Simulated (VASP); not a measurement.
The system is TiC.

```
Ti C
1.0
     0.00000    2.16572    2.16572
     2.16572    0.00000    2.16572
     2.16572    2.16572    0.00000
Ti C
1 1
Cartesian
  0.0000 0.0000 0.0000
  2.1657 2.1657 2.1657
```

* Program: VASP 6.6.1
* Task: relaxation of cell and atoms
* Functional: PBEsol
* Potentials or basis: VASP PAW PBE potentials, release 64 (Ti_sv, C)
* Cutoff: 600 eV
* k mesh: 11 × 11 × 11
* Occupations: fermi-dirac, width 0.05 eV
* Spin: no spin polarisation

At the start: pressure -6.5 GPa; volume 10.16 Å³/atom.

Task: How do energy, volume and symmetry change on relaxing?

Result: Over 3 steps the energy falls by 5.4 meV/atom and the volume is 9.90 Å³/atom (-2.5 %); space group Fm-3m (No. 225, to 0.1 Å) before and after.

The path:
```tsv
step	energy change (eV)	largest force (eV/Å)	pressure (GPa)	volume (Å³)
1	0.0000	0.0000	-6.52	20.32
2	0.0092	0.0000	9.81	19.12
3	-0.0108	0.0000	-0.02	19.80
```

Final structure:
```
Ti C
1.0
     0.00000    2.14727    2.14727
     2.14727    0.00000    2.14727
     2.14727    2.14727    0.00000
Ti C
1 1
Direct
  0.00000 0.00000 0.00000
  0.50000 0.50000 0.50000
```

Caveat: the PAW data sets were made with another functional, which shifts forces and pressure a little.
